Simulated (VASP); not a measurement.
# SnTe3 (Fm-3m) in VASP: single point with PBE

Aim: the single point of SnTe3 with PBE.

All numbers are computed with VASP 6.6.1; they aren't measurements. Logs are shortened: lines on timing, memory, paths and dates and some standing lists are left out, and cuts for length are marked.

## 1. The cell of the first run

It takes space group Fm-3m (No. 225, cubic). Conventional cell: a = 7.722 Å, b = 7.722 Å, c = 7.722 Å, α = 90.00°, β = 90.00°, γ = 90.00°. Within 4.4 Å of Sn (site symmetry m-3m) lie 14 Te at 3.34 to 3.86 Å. Te (site symmetry -43m) has 4 Sn at 3.34 Å and 10 Te at 3.34 to 3.86 Å within 4.4 Å. Te (site symmetry m-3m) has 8 Te at 3.34 Å and 6 Sn at 3.86 Å within 4.4 Å.

## 2. Single point, PBE

INCAR reads:

```
SYSTEM = SnTe3
PREC = Accurate
ENCUT = 500
EDIFF = 1E-6
ISMEAR = 0
SIGMA = 0.01
LREAL = .False.
LASPH = .True.
NELM = 120
ALGO = Normal
ISIF = 2
LWAVE = .False.
LCHARG = .False.
GGA = PE
NBANDS = 24
GGA_COMPAT = .False.
```

KPOINTS reads:

```
Automatic mesh
0
Gamma
  2 2 2
  0 0 0
```

POSCAR reads:

```
SnTe3
1.0
    0.0000000000      3.8612190000      3.8612190000
    3.8612190000      0.0000000000      3.8612190000
    3.8612190000      3.8612190000      0.0000000000
Sn Te
1 3
Direct
    0.0000000000      0.0000000000      0.0000000000
    0.2500000000      0.2500000000      0.2500000000
    0.7500000000      0.7500000000      0.7500000000
    0.5000000000      0.5000000000      0.5000000000
```

Potentials or basis: VASP PAW PBE potentials, release 64 (Sn_d, Te).

Run with:

```bash
$ cat potpaw_PBE.64/Sn_d/POTCAR potpaw_PBE.64/Te/POTCAR > POTCAR
$ mpirun -np 1 vasp_std > vasp.out
```

OUTCAR:

```text
SYSTEM = SnTe3
   PREC = Accurate
   ENCUT = 500
   EDIFF = 1E-6
   ISMEAR = 0
   LREAL = .False.
   LASPH = .True.
   NELM = 120
   ISIF = 2
   GGA = PE

 ion  position               nearest neighbor table
   1  0.000  0.000  0.000-   3 3.34   3 3.34   3 3.34   2 3.34   3 3.34   2 3.34   2 3.34   2 3.34

   2  0.250  0.250  0.250-   1 3.34   1 3.34   1 3.34   1 3.34   4 3.34   4 3.34   4 3.34   4 3.34

   3  0.750  0.750  0.750-   4 3.34   4 3.34   4 3.34   1 3.34   4 3.34   1 3.34   1 3.34   1 3.34

   4  0.500  0.500  0.500-   2 3.34   2 3.34   2 3.34   2 3.34   3 3.34   3 3.34   3 3.34   3 3.34

  LATTYP: Found a face centered cubic cell.
 ALAT       =     7.7224380000

  Lattice vectors:

 A1 = (   0.0000000000,   3.8612190000,   3.8612190000)
 A2 = (   3.8612190000,   0.0000000000,   3.8612190000)
 A3 = (   3.8612190000,   3.8612190000,   0.0000000000)

Analysis of symmetry for initial positions (statically):
=====================================================================
 Subroutine PRICEL returns:
 Original cell was already a primitive cell.

 Routine SETGRP: Setting up the symmetry group for a
 face centered cubic supercell.

 Subroutine GETGRP returns: Found 48 space group operations
 (whereof 48 operations were pure point group operations)
 out of a pool of 48 trial point group operations.

The static configuration has the point symmetry O_h .

Analysis of symmetry for dynamics (positions and initial velocities):
=====================================================================
 Subroutine PRICEL returns:
 Original cell was already a primitive cell.

 Routine SETGRP: Setting up the symmetry group for a
 face centered cubic supercell.

 Subroutine GETGRP returns: Found 48 space group operations
 (whereof 48 operations were pure point group operations)
 out of a pool of 48 trial point group operations.

The dynamic configuration has the point symmetry O_h .

 Subroutine INISYM returns: Found 48 space group operations
 (whereof 48 operations are pure point group operations),
 and found     1 'primitive' translations

----------------------------------------------------------------------------------------

                                     Primitive cell

  volume of cell :     115.1339

  direct lattice vectors                    reciprocal lattice vectors
     0.000000000  3.861219000  3.861219000    -0.129492785  0.129492785  0.129492785
     3.861219000  0.000000000  3.861219000     0.129492785 -0.129492785  0.129492785
     3.861219000  3.861219000  0.000000000     0.129492785  0.129492785 -0.129492785

  length of vectors
     5.460588277  5.460588277  5.460588277     0.224288082  0.224288082  0.224288082

  position of ions in fractional coordinates (direct lattice)
     0.000000000  0.000000000  0.000000000
     0.250000000  0.250000000  0.250000000
     0.750000000  0.750000000  0.750000000
     0.500000000  0.500000000  0.500000000

  ion indices of the primitive-cell ions
   primitive index   ion index
                 1           1
                 2           2
                 3           3
                 4           4

----------------------------------------------------------------------------------------

 KPOINTS: Automatic mesh

Automatic generation of k-mesh.
 Grid dimensions read from file:
 generate k-points for:    2    2    2

 Generating k-lattice:

  Cartesian coordinates                     Fractional coordinates (reciprocal lattice)
    -0.064746392  0.064746392  0.064746392     0.500000000  0.000000000  0.000000000
     0.064746392 -0.064746392  0.064746392     0.000000000  0.500000000  0.000000000
     0.064746392  0.064746392 -0.064746392     0.000000000  0.000000000  0.500000000

  Length of vectors
     0.112144041  0.112144041  0.112144041

  Shift w.r.t. Gamma in fractional coordinates (k-lattice)
     0.000000000  0.000000000  0.000000000

 Subroutine IBZKPT returns following result:
 ===========================================

 Found      3 irreducible k-points:

 Following reciprocal coordinates:
            Coordinates               Weight
  0.000000  0.000000  0.000000      1.000000
  0.500000  0.000000  0.000000      4.000000
  0.500000  0.500000  0.000000      3.000000
   k-points           NKPTS =      3   k-points in BZ     NKDIM =      3   number of bands    NBANDS=     24
   number of dos      NEDOS =    301   number of ions     NIONS =      4
   total plane-waves  NPLWV =  64000
   dimension x,y,z NGX =    40 NGY =   40 NGZ =   40
   dimension x,y,z NGXF=    80 NGYF=   80 NGZF=   80
   ions per type =               1   3
   NGX,Y,Z   is equivalent  to a cutoff of  12.18, 12.18, 12.18 a.u.
   NGXF,Y,Z  is equivalent  to a cutoff of  24.36, 24.36, 24.36 a.u.
 SYSTEM =  SnTe3
   PREC   = accura    normal or accurate (medium, high low for compatibility)
   ISTART =      0    job   : 0-new  1-cont  2-samecut
   ICHARG =      2    charge: 1-file 2-atom 10-const
   ISPIN  =      1    spin polarized calculation?
   LNONCOLLINEAR =      F non collinear calculations
   LSORBIT =      F    spin-orbit coupling
   LASPH  =      T    aspherical Exc in radial PAW
   ENCUT  =  500.0 eV  36.75 Ry    6.06 a.u.   9.96  9.96  9.96*2*pi/ulx,y,z
   NELM   =    120;   NELMIN=  2; NELMDL= -5     # of ELM steps
   EDIFF  = 0.1E-05   stopping-criterion for ELM
   LREAL  =      F    real-space projection
   EDIFFG = 0.1E-04   stopping-criterion for IOM
   NSW    =      0    number of steps for IOM
   IBRION =     -1    ionic relax: 0-MD 1-quasi-New 2-CG
   NFREE  =      0    steps in history (QN), initial steepest desc. (CG)
   ISIF   =      2    stress and relaxation
   ISYM   =      2    0-nonsym 1-usesym 2-fastsym
   POTIM  = 0.5000    time-step for ionic-motion
   TEBEG  =    0.0;   TEEND  =   0.0 temperature during run
   PSTRESS=    0.0 pullay stress
   NELECT =      32.0000    total number of electrons
   NUPDOWN=      -1.0000    fix difference up-down
   EMIN   =  10.00;   EMAX   =-10.00  energy-range for DOS
   EFERMI =   0.00;   METHOD = LEGACY
   ISMEAR =     0;   SIGMA  =   0.01  broadening in eV -4-tet -1-fermi 0-gaus
   EFERMI_NEDOS =   21; number of points for ismear=-14 and -15
   IALGO  =     38    algorithm
   IMIX   =      4    mixing-type and parameters
     AMIX     =   0.40;   BMIX     =  1.00
     AMIX_MAG =   1.60;   BMIX_MAG =  1.00
  volume/ion in A,a.u.               =      28.78       194.24
  Fermi-wavevector in a.u.,A,eV,Ry     =   1.068375  2.018936 15.530032  1.141425
  Thomas-Fermi vector in A             =   2.204021
   LORBIT       =      0    0 simple, 1 ext, 2 COOP (PROOUT), +10 PAW based schemes
   GGA     = PE    functional components
   LHFCALC =     F    Hartree Fock is set to
   AEXX    =    0.0000 exact exchange contribution
   IVDW    =     0    specifies the selected vdW correction
   LEPSILON=     F    determine dielectric tensor
   LRPA    =     F    only Hartree local field effects (RPA)
 non-spin polarized calculation
 Gauss-broadening in eV      SIGMA  =   0.01
  energy-cutoff  :      500.00
  volume of cell :      115.13
 maximum number of plane-waves:      2954
 NGX is ok and might be reduce to    40
   NGX = 19   NGY = 19   NGZ = 19

 number of electron      31.9999996 magnetization

 Free energy of the ion-electron system (eV)
  ---------------------------------------------------
  ext. energy  EPLUGINS =         0.00000000
  ---------------------------------------------------
  free energy    TOTEN  =       -12.04168966 eV

  energy without entropy =      -12.03612440  energy(sigma->0) =      -12.03890703

 E-fermi :   7.8878     XC(G=0): -10.0064

 val. band max:        7.8814552061   @ k =   0.5000   0.5000   0.0000
 cond. band min:       7.8891684899   @ k =   0.5000   0.5000   0.0000
 fundamental gap:      0.0077132838
 Fermi energy:         7.8878330853

 k-point     1 :       0.0000    0.0000    0.0000
  band No.  band energies     occupation
      1     -13.9403      2.00000
      2     -13.9403      2.00000
      3     -13.9403      2.00000
      4     -13.9377      2.00000
      5     -13.9377      2.00000
      6      -5.6887      2.00000
[... 16 lines left out ...]
     23      11.8426      0.00000
     24      17.9328      0.00000

 k-point     2 :       0.5000    0.0000    0.0000
  band No.  band energies     occupation
      1     -13.9413      2.00000
      2     -13.9397      2.00000
      3     -13.9397      2.00000
      4     -13.9376      2.00000
      5     -13.9376      2.00000
      6      -4.5516      2.00000
[... 16 lines left out ...]
     23      15.4429      0.00000
     24      15.4429      0.00000

 k-point     3 :       0.5000    0.5000    0.0000
  band No.  band energies     occupation
      1     -13.9426      2.00000
      2     -13.9388      2.00000
      3     -13.9388      2.00000
      4     -13.9385      2.00000
      5     -13.9373      2.00000
      6      -3.8793      2.00000
[... 16 lines left out ...]
     23      13.2226      0.00000
     24      13.3791      0.00000

------------------------ aborting loop because EDIFF is reached ----------------------------------------

  FORCE on cell =-STRESS in cart. coord.  units (eV):
  Direction    XX          YY          ZZ          XY          YZ          ZX
  --------------------------------------------------------------------------------------
  -------------------------------------------------------------------------------------
  Total        3.3358054      3.3358054      3.3358054      0.0000000     -0.0000000      0.0000000
  in kB       46.4203055     46.4203055     46.4203055      0.0000000     -0.0000000      0.0000000
  external PRESSURE =      46.4203055 kB  Pullay stress =       0.0000000 kB

 VOLUME and BASIS-vectors are now :
 -----------------------------------------------------------------------------
  energy-cutoff  :      500.00
  volume of cell :      115.13
      direct lattice vectors                 reciprocal lattice vectors
     0.000000000  3.861219000  3.861219000    -0.129492785  0.129492785  0.129492785
     3.861219000  0.000000000  3.861219000     0.129492785 -0.129492785  0.129492785
     3.861219000  3.861219000  0.000000000     0.129492785  0.129492785 -0.129492785

 POSITION                                       TOTAL-FORCE (eV/Angst)
 -----------------------------------------------------------------------------------
      0.00000      0.00000      0.00000        -0.000000     -0.000000     -0.000000
      1.93061      1.93061      1.93061         0.000000     -0.000000     -0.000000
      5.79183      5.79183      5.79183         0.000000      0.000000      0.000000
      3.86122      3.86122      3.86122        -0.000000     -0.000000     -0.000000
 -----------------------------------------------------------------------------------
    total drift:                               -0.000000      0.000000      0.000000

  FREE ENERGIE OF THE ION-ELECTRON SYSTEM (eV)
  ---------------------------------------------------
  free  energy   TOTEN  =       -12.0416896551 eV

  energy  without entropy=      -12.0361243969  energy(sigma->0) =      -12.03890703
```

Wall time 55 s (1 thread of Intel Xeon 8259CL, shared host); peak memory 0.23 GiB.

Results:

* Free energy: -12.0417 eV
* Pressure: 4.6 GPa
* Band gap on the k mesh: zero (band 16 reaches 8.15 eV, above the bottom of band 17 at 5.92 eV)

Caveat: the k points lie up to 0.70 Å⁻¹ apart; spin-orbit coupling is left out, which moves the levels of the heavy elements.
